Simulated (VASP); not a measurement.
Runs of VASP 6.6.1 on SrO. The structure is that of space group P6_3/mmc (No. 194), or close to it. The cells are those of the table. 

| cell | gap on the mesh (eV) | pressure (GPa) | largest force (eV/Å) |
| --- | --- | --- | --- |
| a = 4.618, b = 4.618, c = 5.156 Å, angles 90.0, 90.0, 120.0°, 4 atoms | (b) | -8.2 | 0.01 |
| a = 3.933, b = 3.933, c = 5.568 Å, angles 90.0, 90.0, 120.0°, 4 atoms | 2.41 | 10.0 | 0.02 |
| a = 4.275, b = 4.275, c = 5.568 Å, angles 90.0, 90.0, 120.0°, 4 atoms | 2.31 | -5.5 | - |
| a = 3.933, b = 3.933, c = 4.949 Å, angles 90.0, 90.0, 120.0°, 4 atoms | 3.01 | 21.4 | 0.02 |
| a = 3.933, b = 3.933, c = 5.156 Å, angles 90.0, 90.0, 120.0°, 4 atoms | 2.83 | (a) | - |

Alike in all rows: task single point; level PBEsol; potentials or basis VASP PAW PBE potentials, release 64 (Sr_sv, O); no spin polarisation; k mesh 6 × 6 × 6; cutoff (eV) 520; smearing gaussian 0.05 eV.

Q: Fill in the values left out.

A: (a) 16.2; (b) 1.89.

Caveats: the PAW data sets were made with another functional, which shifts forces and pressure a little; the cell stands under pressure (at least some runs); the cell stands under tension (at least some runs).

A k mesh can miss the band edges, and the runs leave out spin-orbit coupling on Sr.
